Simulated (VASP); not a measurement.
A run of VASP 6.6.1 is set up as follows.

File INCAR:

```
PREC     = Accurate       # precision mode
ENCUT    = 520            # plane-wave cutoff, eV
EDIFF    = 1E-7           # SCF threshold, eV
ISMEAR   = 0              # smearing method
SIGMA    = 0.1            # smearing width, eV
LREAL    = F              # projectors in reciprocal space
LASPH    = T              # aspherical terms in the spheres
NELM     = 150            # most SCF steps
ALGO     = Normal         # electronic algorithm
ISIF     = 2              # what is computed and relaxed
LWAVE    = F              # write WAVECAR
LCHARG   = F              # write CHGCAR
ISPIN    = 2              # spin polarisation
MAGMOM   = 2 2 0 0 0 0 0 0 0 0 # initial moments
LORBIT   = 11             # projections on sites
LMAXMIX  = 4              # l up to which the mixer works
GGA      = PE             # functional
NBANDS   = 44             # bands
```

Contents of KPOINTS:

```
regular mesh
0
Gamma
  4 4 4
```

POSCAR

```
VNiC4N4
1.0
    5.8585215730      0.0000000000      0.0000000000
    0.0000000000      5.8585215730      0.0000000000
    0.0000000000      0.0000000000      5.8585215730
V Ni C N
1 1 4 4
Direct
    0.0000000000      0.0000000000      0.0000000000
    0.5000000000      0.5000000000      0.5000000000
    0.1979762059      0.1979762059      0.1979762059
    0.1979762059      0.8020237941      0.8020237941
    0.8020237941      0.1979762059      0.8020237941
    0.8020237941      0.8020237941      0.1979762059
    0.3138358425      0.3138358425      0.3138358425
    0.3138358425      0.6861641575      0.6861641575
    0.6861641575      0.3138358425      0.6861641575
    0.6861641575      0.6861641575      0.3138358425
```

Potentials or basis: VASP PAW PBE potentials, release 64 (V_sv, Ni, C, N).

The run is started by

```console
$ cat potpaw_PBE.64/V_sv/POTCAR potpaw_PBE.64/Ni/POTCAR potpaw_PBE.64/C/POTCAR potpaw_PBE.64/N/POTCAR > POTCAR
$ mpirun -np 1 vasp_std > vasp.out
```

Q: Predict the site moments.

A: V +1.69; Ni -0.98; C -0.04; N +0.03 μB.

Q: Predict the band gap on the k mesh.

A: Zero (filled and empty bands overlap).

Forces in eV/Å, atoms in the order of the input:
```
V    0.000  0.000  0.000
Ni   0.000  0.000  0.000
C   -0.157 -0.157 -0.157
C   -0.157  0.157  0.157
C    0.157 -0.157  0.157
C    0.157  0.157 -0.157
N    0.177  0.177  0.177
N    0.177 -0.177 -0.177
N   -0.177  0.177 -0.177
N   -0.177 -0.177  0.177
```

Caveat: a cell with one magnetic atom can't hold antiferromagnetic order, which such compounds often take. With open d or f shells a metallic result of PBE can be an artefact of self-interaction; +U or a hybrid may open a gap.
